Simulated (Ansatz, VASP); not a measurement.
One calculation of WS3, two programs

Contents of INCAR:

```
SYSTEM = WS3
PREC     = Accurate       ! precision mode
ENCUT    = 600            ! plane-wave cutoff, eV
EDIFF    = 1E-6           ! SCF threshold, eV
ISMEAR   = 0              ! smearing method
SIGMA    = 0.1            ! smearing width, eV
LREAL    = .FALSE.        ! projectors in reciprocal space
LASPH    = .TRUE.         ! aspherical terms in the spheres
NELM     = 80             ! most SCF steps
ALGO     = Normal         ! electronic algorithm
ISIF     = 3              ! what is computed and relaxed
LWAVE    = .FALSE.        ! write WAVECAR
LCHARG   = .FALSE.        ! write CHGCAR
IBRION   = 2              ! ionic algorithm
NSW      = 100            ! ionic steps
EDIFFG   = -0.05          ! ionic threshold
```

File KPOINTS:

```
Automatic mesh
0
G
  4 4 4
  0 0 0
```

File POSCAR:

```
WS3
1.0
    4.7958179850      0.0000000000      0.0000000000
    0.0000000000      4.7958179850      0.0000000000
    0.0000000000      0.0000000000      4.7958179850
W S
1 3
Direct
    0.0000000000      0.0000000000      0.0000000000
    0.0000000000      0.0000000000      0.5000000000
    0.0000000000      0.5000000000      0.0000000000
    0.5000000000      0.0000000000      0.0000000000
```

Input for Ansatz:

```yaml
crystal:
  lattice:
    - [4.795817985, 0.0, 0.0]
    - [0.0, 4.795817985, 0.0]
    - [0.0, 0.0, 4.795817985]
  atoms:
    - { symbol: W, position: [0.0, 0.0, 0.0] }
    - { symbol: S, position: [0.0, 0.0, 0.5] }
    - { symbol: S, position: [0.0, 0.5, 0.0] }
    - { symbol: S, position: [0.5, 0.0, 0.0] }
basis:
  ecutwfc: 420
kpoints:
  mp_grid: { grid: [4, 4, 4] }
hamiltonian:
  xc: lda
scf:
  occupations: { method: gaussian, width: 0.1 }
output:
  forces: true
  stress: true
  eigenvalues: true
relax:
  adjacent_minimum: "off"
  f_tol: 0.05
  max_steps: 80
  cell: { stress_tol: 0.5 }
```

Alike in both runs: task relaxation of cell and atoms; functional LDA; k mesh 4 × 4 × 4; occupations gaussian, width 0.1 eV; no spin polarisation.

```csv
,VASP,Ansatz
version,VASP 6.6.1,Ansatz 0.2.0
potentials or method,"VASP PAW LDA potentials, release 64 (W_sv, S), cutoff 600 eV","scalar-relativistic, plane waves, PAW"
valence electrons in the cell,32,32
```

|  | VASP | Ansatz | Ansatz less VASP |
| --- | --- | --- | --- |
| gap on the k mesh at the Fermi level, each at its own relaxed structure (eV) | none | none | - |
| relaxed volume (Å³/atom) | 24.53 | 24.47 | -0.055 |
| relaxed length of the cell vector where the two differ most in proportion (Å) | 4.612 | 4.609 | -0.0034 |

LDA's correlation is that of Perdew and Zunger in VASP and of Perdew and Wang (1992) in Ansatz. A gap of «none» marks a metal or a gap that the smearing closes.

Neither program's run includes spin-orbit coupling.
